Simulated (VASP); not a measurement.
# Ti (Fm-3m) in VASP: a series of runs

Runs on Ti. Level: PBEsol. Tasks: single point.

All numbers are computed with VASP 6.6.1; they aren't measurements. Logs are shortened: lines on timing, memory, paths and dates and some standing lists are left out, and cuts for length are marked.

## Step 1: The cell of the first run

The structure is cubic, space group Fm-3m (No. 225). Conventional cell: a = 3.973 Å, b = 3.973 Å, c = 3.973 Å, α = 90.00°, β = 90.00°, γ = 90.00°. Within 3.7 Å of Ti (site symmetry m-3m) lie 12 Ti at 2.81 Å.

## Step 2: Single point, PBEsol (volume scaled by 0.94)

File INCAR:

```
SYSTEM = Ti
ALGO     = Normal         ! electronic algorithm
EDIFF    = 1E-6           ! SCF threshold, eV
ENCUT    = 520            ! plane-wave cutoff, eV
GGA      = PS             ! functional
ISIF     = 2              ! what is computed and relaxed
ISMEAR   = 0              ! smearing method
LASPH    = .True.         ! aspherical terms in the spheres
LCHARG   = .False.        ! write CHGCAR
LREAL    = .False.        ! projectors in reciprocal space
LWAVE    = .False.        ! write WAVECAR
NBANDS   = 12             ! bands
NELM     = 100            ! most SCF steps
PREC     = Accurate       ! precision mode
SIGMA    = 0.1            ! smearing width, eV
```

File KPOINTS:

```
k-points
0
Gamma
  18 18 18
  0 0 0
```

File POSCAR:

```
Ti
1.0
    0.0000000000      1.9865233895      1.9865233895
    1.9865233895      0.0000000000      1.9865233895
    1.9865233895      1.9865233895      0.0000000000
Ti
1
Direct
    0.0000000000      0.0000000000      0.0000000000
```

Potentials or basis: VASP PAW PBE potentials, release 64 (Ti_sv).

Command:

```sh
$ cat potpaw_PBE.64/Ti_sv/POTCAR > POTCAR
$ mpirun -np 1 vasp_std > vasp.out
```

OUTCAR:

```text
SYSTEM = Ti
   EDIFF = 1E-6
   ENCUT = 520
   GGA = PS
   ISIF = 2
   ISMEAR = 0
   LASPH = .True.
   LREAL = .False.
   NELM = 100
   PREC = Accurate

 ion  position               nearest neighbor table
   1  0.000  0.000  0.000-

  LATTYP: Found a face centered cubic cell.
 ALAT       =     3.9730467790

  Lattice vectors:

 A1 = (   0.0000000000,   1.9865233895,   1.9865233895)
 A2 = (   1.9865233895,   0.0000000000,   1.9865233895)
 A3 = (   1.9865233895,   1.9865233895,   0.0000000000)

Analysis of symmetry for initial positions (statically):
=====================================================================
 Subroutine PRICEL returns:
 Original cell was already a primitive cell.

 Routine SETGRP: Setting up the symmetry group for a
 face centered cubic supercell.

 Subroutine GETGRP returns: Found 48 space group operations
 (whereof 48 operations were pure point group operations)
 out of a pool of 48 trial point group operations.

The static configuration has the point symmetry O_h .

Analysis of symmetry for dynamics (positions and initial velocities):
=====================================================================
 Subroutine PRICEL returns:
 Original cell was already a primitive cell.

 Routine SETGRP: Setting up the symmetry group for a
 face centered cubic supercell.

 Subroutine GETGRP returns: Found 48 space group operations
 (whereof 48 operations were pure point group operations)
 out of a pool of 48 trial point group operations.

The dynamic configuration has the point symmetry O_h .

 Subroutine INISYM returns: Found 48 space group operations
 (whereof 48 operations are pure point group operations),
 and found     1 'primitive' translations

----------------------------------------------------------------------------------------

                                     Primitive cell

  volume of cell :      15.6787

  direct lattice vectors                    reciprocal lattice vectors
     0.000000000  1.986523390  1.986523390    -0.251696005  0.251696005  0.251696005
     1.986523390  0.000000000  1.986523390     0.251696005 -0.251696005  0.251696005
     1.986523390  1.986523390  0.000000000     0.251696005  0.251696005 -0.251696005

  length of vectors
     2.809368319  2.809368319  2.809368319     0.435950268  0.435950268  0.435950268

  position of ions in fractional coordinates (direct lattice)
     0.000000000  0.000000000  0.000000000

  ion indices of the primitive-cell ions
   primitive index   ion index
                 1           1

----------------------------------------------------------------------------------------

 KPOINTS: k-points

Automatic generation of k-mesh.
 Grid dimensions read from file:
 generate k-points for:   18   18   18

 Generating k-lattice:

  Cartesian coordinates                     Fractional coordinates (reciprocal lattice)
    -0.013983111  0.013983111  0.013983111     0.055555556  0.000000000  0.000000000
     0.013983111 -0.013983111  0.013983111     0.000000000  0.055555556  0.000000000
     0.013983111  0.013983111 -0.013983111     0.000000000  0.000000000  0.055555556

  Length of vectors
     0.024219459  0.024219459  0.024219459

  Shift w.r.t. Gamma in fractional coordinates (k-lattice)
     0.000000000  0.000000000  0.000000000

 Subroutine IBZKPT returns following result:
 ===========================================

 Found    195 irreducible k-points:

 Following reciprocal coordinates:
            Coordinates               Weight
  0.000000  0.000000  0.000000      1.000000
  0.055556  0.000000  0.000000      8.000000
  0.111111  0.000000  0.000000      8.000000
  0.166667  0.000000  0.000000      8.000000
  0.222222  0.000000  0.000000      8.000000
  0.277778  0.000000  0.000000      8.000000
[... 16 lines left out ...]
 -0.277778  0.055556  0.000000     24.000000
 -0.222222  0.055556  0.000000     24.000000
 [... further k-points ...]
   k-points           NKPTS =    195   k-points in BZ     NKDIM =    195   number of bands    NBANDS=     12
   number of dos      NEDOS =    301   number of ions     NIONS =      1
   total plane-waves  NPLWV =  13824
   dimension x,y,z NGX =    24 NGY =   24 NGZ =   24
   dimension x,y,z NGXF=    48 NGYF=   48 NGZF=   48
   ions per type =               1
   NGX,Y,Z   is equivalent  to a cutoff of  14.20, 14.20, 14.20 a.u.
   NGXF,Y,Z  is equivalent  to a cutoff of  28.40, 28.40, 28.40 a.u.
 SYSTEM =  Ti
   PREC   = accura    normal or accurate (medium, high low for compatibility)
   ISTART =      0    job   : 0-new  1-cont  2-samecut
   ICHARG =      2    charge: 1-file 2-atom 10-const
   ISPIN  =      1    spin polarized calculation?
   LNONCOLLINEAR =      F non collinear calculations
   LSORBIT =      F    spin-orbit coupling
   LASPH  =      T    aspherical Exc in radial PAW
   ENCUT  =  520.0 eV  38.22 Ry    6.18 a.u.   5.22  5.22  5.22*2*pi/ulx,y,z
   NELM   =    100;   NELMIN=  2; NELMDL= -5     # of ELM steps
   EDIFF  = 0.1E-05   stopping-criterion for ELM
   LREAL  =      F    real-space projection
   EDIFFG = 0.1E-04   stopping-criterion for IOM
   NSW    =      0    number of steps for IOM
   IBRION =     -1    ionic relax: 0-MD 1-quasi-New 2-CG
   NFREE  =      0    steps in history (QN), initial steepest desc. (CG)
   ISIF   =      2    stress and relaxation
   ISYM   =      2    0-nonsym 1-usesym 2-fastsym
   POTIM  = 0.5000    time-step for ionic-motion
   TEBEG  =    0.0;   TEEND  =   0.0 temperature during run
   PSTRESS=    0.0 pullay stress
   NELECT =      12.0000    total number of electrons
   NUPDOWN=      -1.0000    fix difference up-down
   EMIN   =  10.00;   EMAX   =-10.00  energy-range for DOS
   EFERMI =   0.00;   METHOD = LEGACY
   ISMEAR =     0;   SIGMA  =   0.10  broadening in eV -4-tet -1-fermi 0-gaus
   EFERMI_NEDOS =   21; number of points for ismear=-14 and -15
   IALGO  =     38    algorithm
   IMIX   =      4    mixing-type and parameters
     AMIX     =   0.40;   BMIX     =  1.00
     AMIX_MAG =   1.60;   BMIX_MAG =  1.00
  volume/ion in A,a.u.               =      15.68       105.81
  Fermi-wavevector in a.u.,A,eV,Ry     =   1.497493  2.829852 30.510878  2.242486
  Thomas-Fermi vector in A             =   2.609374
   LORBIT       =      0    0 simple, 1 ext, 2 COOP (PROOUT), +10 PAW based schemes
   GGA     = PS    functional components
   LHFCALC =     F    Hartree Fock is set to
   AEXX    =    0.0000 exact exchange contribution
   IVDW    =     0    specifies the selected vdW correction
   LEPSILON=     F    determine dielectric tensor
   LRPA    =     F    only Hartree local field effects (RPA)
 non-spin polarized calculation
 Gauss-broadening in eV      SIGMA  =   0.10
  energy-cutoff  :      520.00
  volume of cell :       15.68
 maximum number of plane-waves:       444
 NGX is ok and might be reduce to    24
   NGX = 11   NGY = 11   NGZ = 11

 number of electron      11.9999998 magnetization

 Free energy of the ion-electron system (eV)
  ---------------------------------------------------
  ext. energy  EPLUGINS =         0.00000000
  ---------------------------------------------------
  free energy    TOTEN  =        -8.26580376 eV

  energy without entropy =       -8.25803588  energy(sigma->0) =       -8.26191982

 E-fermi :   9.2259     XC(G=0): -12.1334

 val. band max:        9.1978626986   @ k =  -0.3333   0.2778   0.0000
 cond. band min:       9.2260054994   @ k =   0.2778   0.0000   0.0000
 fundamental gap:      0.0281428008
 Fermi energy:         9.2258887917

 k-point     1 :       0.0000    0.0000    0.0000
  band No.  band energies     occupation
      1     -47.0910      2.00000
      2     -22.9030      2.00000
      3     -22.9030      2.00000
      4     -22.9030      2.00000
      5       2.8953      2.00000
      6      10.1559      0.00000
      7      10.1559      0.00000
      8      10.1559      0.00000
      9      12.0251      0.00000
     10      12.0251      0.00000
     11      25.0570      0.00000
     12      30.0021      0.00000

 k-point     2 :       0.0556    0.0000    0.0000
  band No.  band energies     occupation
      1     -47.0854      2.00000
      2     -22.9328      2.00000
      3     -22.9066      2.00000
      4     -22.9066      2.00000
      5       3.0061      2.00000
      6      10.0839      0.00000
      7      10.1978      0.00000
      8      10.1978      0.00000
      9      11.9964      0.00000
     10      11.9964      0.00000
     11      25.1733      0.00000
     12      29.1580      0.00000

 k-point     3 :       0.1111    0.0000    0.0000
  band No.  band energies     occupation
      1     -47.0693      2.00000
      2     -23.0180      2.00000
      3     -22.9170      2.00000
      4     -22.9170      2.00000
      5       3.3297      2.00000
      6       9.8890      0.00000
      7      10.3066      0.00000
      8      10.3066      0.00000
      9      11.9318      0.00000
     10      11.9318      0.00000
     11      25.4345      0.00000
     12      27.6215      0.00000

 k-point     4 :       0.1667    0.0000    0.0000
  band No.  band energies     occupation
      1     -47.0445      2.00000
      2     -23.1470      2.00000
      3     -22.9328      2.00000
      4     -22.9328      2.00000
      5       3.8380      2.00000
      6       9.6270      0.00000
      7      10.4255      0.00000
      8      10.4255      0.00000
      9      11.8990      0.00000
     10      11.8990      0.00000
     11      25.3305      0.00000
     12      26.3777      0.00000

 k-point     5 :       0.2222    0.0000    0.0000
  band No.  band energies     occupation
      1     -47.0140      2.00000
      2     -23.3030      2.00000
      3     -22.9522      2.00000
      4     -22.9522      2.00000
      5       4.4790      2.00000
      6       9.3752      0.03477
      7      10.4661      0.00000
      8      10.4661      0.00000
      9      11.9953      0.00000
     10      11.9953      0.00000
     11      24.0402      0.00000
     12      26.1157      0.00000
[... 228 lines left out ...]
      1     -46.9158      2.00000
      2     -23.7629      2.00000
      3     -23.0391      2.00000
      4     -23.0084      2.00000
      5       6.3236      2.00000
      6       9.5692      0.00000
      7      10.0560      0.00000
      8      10.1467      0.00000
      9      12.8870      0.00000
     10      13.3349      0.00000
     11      19.4631      0.00000
     12      24.6762      0.00000

 k-point    22 :      -0.3333    0.0556    0.0000
  band No.  band energies     occupation
      1     -46.9382      2.00000
      2     -23.6569      2.00000
      3     -23.0281      2.00000
      4     -22.9906      2.00000
      5       6.0077      2.00000
      6       9.2760      0.47875
      7      10.1446      0.00000
      8      10.2658      0.00000
      9      12.5086      0.00000
     10      13.0380      0.00000
     11      20.6707      0.00000
     12      25.0969      0.00000

 k-point    23 :      -0.2778    0.0556    0.0000
  band No.  band energies     occupation
      1     -46.9673      2.00000
      2     -23.5175      2.00000
      3     -23.0110      2.00000
      4     -22.9701      2.00000
      5       5.4661      2.00000
      6       9.1572      1.66873
      7      10.2899      0.00000
      8      10.4121      0.00000
      9      12.1104      0.00000
     10      12.6832      0.00000
     11      22.0891      0.00000
     12      25.5916      0.00000

 k-point    24 :      -0.2222    0.0556    0.0000
  band No.  band energies     occupation
      1     -46.9994      2.00000
      2     -23.3605      2.00000
      3     -22.9898      2.00000
      4     -22.9491      2.00000
      5       4.7937      2.00000
      6       9.2532      0.69933
      7      10.4135      0.00000
      8      10.5256      0.00000
      9      11.7933      0.00000
     10      12.3567      0.00000
     11      23.5909      0.00000
     12      25.9893      0.00000

 [... further k-points ...]
[... 5 lines left out ...]
  --------------------------------------------------------------------------------------
  -------------------------------------------------------------------------------------
  Total        0.7283060      0.7283060      0.7283060      0.0000000      0.0000000     -0.0000000
  in kB       74.4240668     74.4240668     74.4240668      0.0000000      0.0000000     -0.0000000
  external PRESSURE =      74.4240668 kB  Pullay stress =       0.0000000 kB

 VOLUME and BASIS-vectors are now :
 -----------------------------------------------------------------------------
  energy-cutoff  :      520.00
  volume of cell :       15.68
      direct lattice vectors                 reciprocal lattice vectors
     0.000000000  1.986523390  1.986523390    -0.251696005  0.251696005  0.251696005
     1.986523390  0.000000000  1.986523390     0.251696005 -0.251696005  0.251696005
     1.986523390  1.986523390  0.000000000     0.251696005  0.251696005 -0.251696005

 POSITION                                       TOTAL-FORCE (eV/Angst)
 -----------------------------------------------------------------------------------
      0.00000      0.00000      0.00000         0.000000      0.000000      0.000000
 -----------------------------------------------------------------------------------
    total drift:                               -0.000000      0.000000     -0.000000

  FREE ENERGIE OF THE ION-ELECTRON SYSTEM (eV)
  ---------------------------------------------------
  free  energy   TOTEN  =        -8.2658037630 eV

  energy  without entropy=       -8.2580358843  energy(sigma->0) =       -8.26191982
```

Run time: 42 s. Hardware: 1 thread of Intel Xeon 8259CL, shared host; peak memory 0.16 GiB.

What came out:

```
Free energy            : -8.2658 eV
Pressure               : 7.4 GPa
Band gap on the k mesh : zero (band 6 reaches 10.16 eV, above the bottom of band 7 at 8.71 eV)
```

Caveat: the PAW data sets were made with another functional, which shifts forces and pressure a little.

## Step 3: Single point, PBEsol (volume scaled by 0.97)

File INCAR:

```
SYSTEM = Ti
  PREC = Accurate
  ENCUT = 520
  EDIFF = 1E-6
  ISMEAR = 0
  SIGMA = 0.1
  LREAL = .FALSE.
  LASPH = .TRUE.
  NELM = 80
  ALGO = Normal
  ISIF = 2
  LWAVE = .FALSE.
  LCHARG = .TRUE.
  GGA = PS
  LELF = .TRUE.
  LVHAR = .TRUE.
  NBANDS = 12
```

File KPOINTS:

```
Automatic mesh
0
G
  18 18 18
  0 0 0
```

File POSCAR:

```
Ti
1.0
    0.0000000000      2.0074356988      2.0074356988
    2.0074356988      0.0000000000      2.0074356988
    2.0074356988      2.0074356988      0.0000000000
Ti
1
Direct
    0.0000000000      0.0000000000      0.0000000000
```

Potentials or basis: VASP PAW PBE potentials, release 64 (Ti_sv).

Command:

```sh
$ cat potpaw_PBE.64/Ti_sv/POTCAR > POTCAR
$ mpirun -np 1 vasp_std > vasp.out
```

Run time: 44 s. Hardware: 1 thread of Intel Xeon 8259CL, shared host; peak memory 0.17 GiB.

Results (log left out):

```yaml
Free_energy: -8.2827 eV
Pressure: 3.3 GPa
Band_gap_on_the_k_mesh: zero (band 6 reaches 9.78 eV, above the bottom of band 7 at 8.39 eV)
```

Levels at points of the mesh, in eV from the Fermi level:
```tsv
k point	band 3	band 4	band 5	band 6	band 7	band 8	band 9	band 10
(0.00, 0.00, 0.00)	-32.22	-32.22	-6.26	0.92	0.92	0.92	2.71	2.71
(0.50, 0.00, 0.00)	-32.33	-32.33	-2.76	0.77	0.77	0.83	3.91	3.91
(0.50, 0.50, 0.00)	-32.52	-32.52	-2.85	-1.92	3.18	3.89	4.22	4.22
```

Caveat: the PAW data sets were made with another functional, which shifts forces and pressure a little.

## Step 4: Single point, PBEsol (volume scaled by 1.03)

File INCAR:

```
SYSTEM = Ti
ALGO = Fast ; EDIFF = 1E-6
ENCUT = 520 ; GGA = PS
ISIF = 2 ; ISMEAR = 0
LASPH = .True. ; LCHARG = .False.
LREAL = .False. ; LWAVE = .False.
NBANDS = 12 ; NELM = 100
PREC = Accurate ; SIGMA = 0.1
```

File KPOINTS:

```
k-points
0
Gamma
  18 18 18
  0 0 0
```

File POSCAR:

```
Ti
1.0
    0.0000000000      2.0480008846      2.0480008846
    2.0480008846      0.0000000000      2.0480008846
    2.0480008846      2.0480008846      0.0000000000
Ti
1
Direct
    0.0000000000      0.0000000000      0.0000000000
```

Command:

```sh
$ cat potpaw_PBE.64/Ti_sv/POTCAR > POTCAR
$ mpirun -np 1 vasp_std > vasp.out
```

Run time: 82 s. Hardware: 1 thread of Intel Xeon 8259CL, shared host; peak memory 0.17 GiB.

The run converged. Its results:

* Free energy: -8.2817 eV
* Pressure: -3.5 GPa
* Band gap on the k mesh: zero (band 6 reaches 9.09 eV, above the bottom of band 7 at 7.77 eV)

Levels at points of the mesh, in eV from the Fermi level:
```tsv
k point	band 4	band 5	band 6	band 7	band 8	band 9
(0.00, 0.00, 0.00)	-32.40	-6.12	0.88	0.88	0.88	2.53
(0.50, 0.00, 0.00)	-32.49	-2.62	0.67	0.76	0.76	3.63
(0.50, 0.50, 0.00)	-32.65	-2.62	-1.74	2.89	3.62	3.92
```

Caveat: the PAW data sets were made with another functional, which shifts forces and pressure a little.

## Step 5: The runs side by side

| cell | gap on the mesh (eV) | pressure (GPa) |
| --- | --- | --- |
| a = 2.809 Å, angles 60.0°, 1 atom | none | 7.4 |
| a = 2.839 Å, angles 60.0°, 1 atom | none | 3.3 |
| a = 2.896 Å, angles 60.0°, 1 atom | none | -3.5 |

Alike in all rows: task single point; level PBEsol; potentials or basis VASP PAW PBE potentials, release 64 (Ti_sv); no spin polarisation; k mesh 18 × 18 × 18; cutoff (eV) 520; smearing gaussian 0.1 eV.

Caveats: the PAW data sets were made with another functional, which shifts forces and pressure a little.

Total energies depend on the potentials used, so only differences within one code and one set of settings carry meaning.
